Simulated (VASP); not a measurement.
# In (P6/mmm) in VASP: notebook

Runs on In. Level: LDA. Tasks: single point, relaxation of cell and atoms.

Everything below comes from runs of VASP 6.6.1. Logs are shortened: lines on timing, memory, paths and dates and some standing lists are left out, and cuts for length are marked.

## (1) The cell of the first run

The structure is hexagonal, space group P6/mmm (No. 191). The conventional cell has a = 4.436 Å, b = 4.436 Å, c = 2.649 Å, α = 90.00°, β = 90.00°, γ = 120.00°. Within 3.5 Å of In (site symmetry 6/mmm) lie 14 In at 2.65 to 2.88 Å. In (site symmetry -6m2) has 11 In at 2.56 to 2.88 Å within 3.4 Å.

## (2) Single point, LDA

File INCAR:

```
ALGO = Normal ; EDIFF = 1E-7
ENCUT = 520 ; GGA = CA
ISIF = 2 ; ISMEAR = -1
LASPH = T ; LCHARG = T
LELF = T ; LREAL = F
LVHAR = T ; LWAVE = F
NBANDS = 26 ; NELM = 60
PREC = Accurate ; SIGMA = 0.1
```

File KPOINTS:

```
k-points
0
Gamma
  8 8 12
```

File POSCAR:

```
In
1.0
    4.4359042418      0.0000000000      0.0000000000
   -2.2179521209      3.8416057621      0.0000000000
    0.0000000000      0.0000000000      2.6492068301
In
3
Direct
    0.0000000000      0.0000000000      0.0000000000
    0.3333333333      0.6666666667      0.5000000000
    0.6666666667      0.3333333333      0.5000000000
```

Potentials or basis: VASP PAW LDA potentials, release 64 (In_d).

Launch:

```bash
$ cat potpaw_LDA.64/In_d/POTCAR > POTCAR
$ mpirun -np 1 vasp_std > vasp.out
```

OUTCAR:

```text
EDIFF = 1E-7
   ENCUT = 520
   GGA = CA
   ISIF = 2
   ISMEAR = -1
   LASPH = T
   LREAL = F
   NELM = 60
   PREC = Accurate

 ion  position               nearest neighbor table
   1  0.000  0.000  0.000-   2 2.88   3 2.88   2 2.88   3 2.88   2 2.88   2 2.88   3 2.88   3 2.88
                             3 2.88   3 2.88   2 2.88   2 2.88
   2  0.333  0.667  0.500-   3 2.56   3 2.56   3 2.56   1 2.88   1 2.88   1 2.88   1 2.88   1 2.88
                             1 2.88   3 3.68   3 3.68   3 3.68   3 3.68   3 3.68   3 3.68
   3  0.667  0.333  0.500-   2 2.56   2 2.56   2 2.56   1 2.88   1 2.88   1 2.88   1 2.88   1 2.88
                             1 2.88   2 3.68   2 3.68   2 3.68   2 3.68   2 3.68   2 3.68

  LATTYP: Found a hexagonal cell.
 ALAT       =     4.4359042418
 C/A-ratio  =     0.5972191205

  Lattice vectors:

 A1 = (   4.4359042418,   0.0000000000,   0.0000000000)
 A2 = (  -2.2179521209,   3.8416057621,   0.0000000000)
 A3 = (   0.0000000000,   0.0000000000,   2.6492068301)

Analysis of symmetry for initial positions (statically):
=====================================================================
 Subroutine PRICEL returns:
 Original cell was already a primitive cell.

 Routine SETGRP: Setting up the symmetry group for a
 hexagonal supercell.

 Subroutine GETGRP returns: Found 24 space group operations
 (whereof 24 operations were pure point group operations)
 out of a pool of 24 trial point group operations.

The static configuration has the point symmetry D_6h.

Analysis of symmetry for dynamics (positions and initial velocities):
=====================================================================
 Subroutine PRICEL returns:
 Original cell was already a primitive cell.

 Routine SETGRP: Setting up the symmetry group for a
 hexagonal supercell.

 Subroutine GETGRP returns: Found 24 space group operations
 (whereof 24 operations were pure point group operations)
 out of a pool of 24 trial point group operations.

The dynamic configuration has the point symmetry D_6h.

 Subroutine INISYM returns: Found 24 space group operations
 (whereof 24 operations are pure point group operations),
 and found     1 'primitive' translations

----------------------------------------------------------------------------------------

                                     Primitive cell

  volume of cell :      45.1451

  direct lattice vectors                    reciprocal lattice vectors
     4.435904242  0.000000000  0.000000000     0.225433180  0.130153907  0.000000000
    -2.217952121  3.841605762  0.000000000     0.000000000  0.260307814  0.000000000
     0.000000000  0.000000000  2.649206830     0.000000000  0.000000000  0.377471471

  length of vectors
     4.435904242  4.435904242  2.649206830     0.260307814  0.260307814  0.377471471

  position of ions in fractional coordinates (direct lattice)
     0.000000000  0.000000000  0.000000000
     0.333333333  0.666666667  0.500000000
     0.666666667  0.333333333  0.500000000

  ion indices of the primitive-cell ions
   primitive index   ion index
                 1           1
                 2           2
                 3           3

----------------------------------------------------------------------------------------

 KPOINTS: k-points

Automatic generation of k-mesh.
 Grid dimensions read from file:
 generate k-points for:    8    8   12

 Generating k-lattice:

  Cartesian coordinates                     Fractional coordinates (reciprocal lattice)
     0.028179148  0.016269238  0.000000000     0.125000000  0.000000000  0.000000000
     0.000000000  0.032538477  0.000000000     0.000000000  0.125000000  0.000000000
     0.000000000  0.000000000  0.031455956     0.000000000  0.000000000  0.083333333

  Length of vectors
     0.032538477  0.032538477  0.031455956

  Shift w.r.t. Gamma in fractional coordinates (k-lattice)
     0.000000000  0.000000000  0.000000000

 Subroutine IBZKPT returns following result:
 ===========================================

 Found     70 irreducible k-points:

 Following reciprocal coordinates:
            Coordinates               Weight
  0.000000  0.000000  0.000000      1.000000
  0.125000 -0.000000  0.000000      6.000000
  0.250000 -0.000000  0.000000      6.000000
  0.375000 -0.000000  0.000000      6.000000
  0.500000 -0.000000  0.000000      3.000000
  0.125000  0.125000  0.000000      6.000000
[... 16 lines left out ...]
  0.250000 -0.000000  0.166667     12.000000
  0.375000 -0.000000  0.166667     12.000000
 [... further k-points ...]
   k-points           NKPTS =     70   k-points in BZ     NKDIM =     70   number of bands    NBANDS=     26
   number of dos      NEDOS =    301   number of ions     NIONS =      3
   total plane-waves  NPLWV =  25920
   dimension x,y,z NGX =    36 NGY =   36 NGZ =   20
   dimension x,y,z NGXF=    72 NGYF=   72 NGZF=   40
   ions per type =               3
   NGX,Y,Z   is equivalent  to a cutoff of  13.49, 13.49, 12.55 a.u.
   NGXF,Y,Z  is equivalent  to a cutoff of  26.98, 26.98, 25.10 a.u.
 SYSTEM =  unknown system
   PREC   = accura    normal or accurate (medium, high low for compatibility)
   ISTART =      0    job   : 0-new  1-cont  2-samecut
   ICHARG =      2    charge: 1-file 2-atom 10-const
   ISPIN  =      1    spin polarized calculation?
   LNONCOLLINEAR =      F non collinear calculations
   LSORBIT =      F    spin-orbit coupling
   LASPH  =      T    aspherical Exc in radial PAW
   ENCUT  =  520.0 eV  38.22 Ry    6.18 a.u.   8.25  8.25  4.93*2*pi/ulx,y,z
   NELM   =     60;   NELMIN=  2; NELMDL= -5     # of ELM steps
   EDIFF  = 0.1E-06   stopping-criterion for ELM
   LREAL  =      F    real-space projection
   EDIFFG = 0.1E-05   stopping-criterion for IOM
   NSW    =      0    number of steps for IOM
   IBRION =     -1    ionic relax: 0-MD 1-quasi-New 2-CG
   NFREE  =      0    steps in history (QN), initial steepest desc. (CG)
   ISIF   =      2    stress and relaxation
   ISYM   =      2    0-nonsym 1-usesym 2-fastsym
   POTIM  = 0.5000    time-step for ionic-motion
   TEBEG  =    0.0;   TEEND  =   0.0 temperature during run
   PSTRESS=    0.0 pullay stress
   NELECT =      39.0000    total number of electrons
   NUPDOWN=      -1.0000    fix difference up-down
   EMIN   =  10.00;   EMAX   =-10.00  energy-range for DOS
   EFERMI =   0.00;   METHOD = LEGACY
   ISMEAR =    -1;   SIGMA  =   0.10  broadening in eV -4-tet -1-fermi 0-gaus
   EFERMI_NEDOS =   21; number of points for ismear=-14 and -15
   IALGO  =     38    algorithm
   IMIX   =      4    mixing-type and parameters
     AMIX     =   0.40;   BMIX     =  1.00
     AMIX_MAG =   1.60;   BMIX_MAG =  1.00
  volume/ion in A,a.u.               =      15.05       101.55
  Fermi-wavevector in a.u.,A,eV,Ry     =   1.559167  2.946399 33.075806  2.431003
  Thomas-Fermi vector in A             =   2.662565
   LORBIT       =      0    0 simple, 1 ext, 2 COOP (PROOUT), +10 PAW based schemes
   GGA     = CA    functional components
   LHFCALC =     F    Hartree Fock is set to
   AEXX    =    0.0000 exact exchange contribution
   IVDW    =     0    specifies the selected vdW correction
   LEPSILON=     F    determine dielectric tensor
   LRPA    =     F    only Hartree local field effects (RPA)
 non-spin polarized calculation
  energy-cutoff  :      520.00
  volume of cell :       45.15
 maximum number of plane-waves:      1236
 NGX is ok and might be reduce to    36
   NGX = 17   NGY = 17   NGZ =  9

 number of electron      39.0000024 magnetization

 Free energy of the ion-electron system (eV)
  ---------------------------------------------------
  ext. energy  EPLUGINS =         0.00000000
  ---------------------------------------------------
  free energy    TOTEN  =        -4.49968439 eV

  energy without entropy =       -4.46360634  energy(sigma->0) =       -4.48164537

 E-fermi :  16.0031     XC(G=0): -13.4469

 val. band max:       15.9983801458   @ k =   0.1250   0.1250   0.5000
 cond. band min:      16.0339970774   @ k =   0.1250  -0.0000   0.1667
 fundamental gap:      0.0356169316
 Fermi energy:        16.0031251748

 k-point     1 :       0.0000    0.0000    0.0000
  band No.  band energies     occupation
      1      -1.3792      2.00000
      2      -0.5689      2.00000
      3      -0.5041      2.00000
      4      -0.3114      2.00000
      5      -0.3114      2.00000
      6      -0.0343      2.00000
[... 18 lines left out ...]
     25      29.3588      0.00000
     26      30.4804      0.00000

 k-point     2 :       0.1250   -0.0000    0.0000
  band No.  band energies     occupation
      1      -1.3421      2.00000
      2      -0.6255      2.00000
      3      -0.5646      2.00000
      4      -0.4630      2.00000
      5      -0.4295      2.00000
      6      -0.0671      2.00000
[... 18 lines left out ...]
     25      28.7711      0.00000
     26      29.5083      0.00000

 k-point     3 :       0.2500   -0.0000    0.0000
  band No.  band energies     occupation
      1      -1.2410      2.00000
      2      -0.8638      2.00000
      3      -0.6595      2.00000
      4      -0.6369      2.00000
      5      -0.5240      2.00000
      6      -0.1229      2.00000
[... 18 lines left out ...]
     25      27.4645      0.00000
     26      28.7540      0.00000

 k-point     4 :       0.3750   -0.0000    0.0000
  band No.  band energies     occupation
      1      -1.1032      2.00000
      2      -1.0784      2.00000
      3      -0.7784      2.00000
      4      -0.7364      2.00000
      5      -0.5721      2.00000
      6      -0.1797      2.00000
[... 18 lines left out ...]
     25      24.9736      0.00000
     26      28.4641      0.00000
[... 496 lines left out ...]
      1      -1.0139      2.00000
      2      -0.5865      2.00000
      3      -0.5527      2.00000
      4      -0.2840      2.00000
      5      -0.2837      2.00000
      6      -0.2662      2.00000
[... 18 lines left out ...]
     25      27.3645      0.00000
     26      28.1994      0.00000

 k-point    23 :       0.2500   -0.0000    0.1667
  band No.  band energies     occupation
      1      -0.9598      2.00000
      2      -0.7715      2.00000
      3      -0.6897      2.00000
      4      -0.3626      2.00000
      5      -0.2860      2.00000
      6      -0.2304      2.00000
[... 18 lines left out ...]
     25      26.5894      0.00000
     26      27.3598      0.00000

 k-point    24 :       0.3750   -0.0000    0.1667
  band No.  band energies     occupation
      1      -0.9951      2.00000
      2      -0.7805      2.00000
      3      -0.7666      2.00000
      4      -0.4680      2.00000
      5      -0.2594      2.00000
      6      -0.2141      2.00000
[... 18 lines left out ...]
     25      24.9534      0.00000
     26      25.1890      0.00000

 [... further k-points ...]

------------------------ aborting loop because EDIFF is reached ----------------------------------------

  FORCE on cell =-STRESS in cart. coord.  units (eV):
  Direction    XX          YY          ZZ          XY          YZ          ZX
  --------------------------------------------------------------------------------------
  -------------------------------------------------------------------------------------
  Total       25.6318078     25.6318078     25.6486664      0.0000000      0.0000000      0.0000000
  in kB      909.6597910    909.6597910    910.2580912      0.0000000      0.0000000      0.0000000
  external PRESSURE =     909.8592244 kB  Pullay stress =       0.0000000 kB

 VOLUME and BASIS-vectors are now :
 -----------------------------------------------------------------------------
  energy-cutoff  :      520.00
  volume of cell :       45.15
      direct lattice vectors                 reciprocal lattice vectors
     4.435904242  0.000000000  0.000000000     0.225433180  0.130153907  0.000000000
    -2.217952121  3.841605762  0.000000000     0.000000000  0.260307814  0.000000000
     0.000000000  0.000000000  2.649206830     0.000000000  0.000000000  0.377471471

 POSITION                                       TOTAL-FORCE (eV/Angst)
 -----------------------------------------------------------------------------------
      0.00000      0.00000      0.00000         0.000000     -0.000000     -0.000000
     -0.00000      2.56107      1.32460         0.000000      0.000000      0.000000
      2.21795      1.28054      1.32460        -0.000000     -0.000000     -0.000000
 -----------------------------------------------------------------------------------
    total drift:                                0.000000      0.000000     -0.000000

  FREE ENERGIE OF THE ION-ELECTRON SYSTEM (eV)
  ---------------------------------------------------
  free  energy   TOTEN  =        -4.4996843938 eV

  energy  without entropy=       -4.4636063427  energy(sigma->0) =       -4.48164537
```

Run time: 3.1 min. Hardware: 1 thread of AMD EPYC 7R13, shared host; peak memory 0.16 GiB.

What came out:

| Item | Value |
| --- | --- |
| Free energy | -4.4997 eV |
| Pressure | 91.0 GPa |

Caveat: spin-orbit coupling is left out, which moves the levels of the heavy elements.

[end of part 1 of 2]
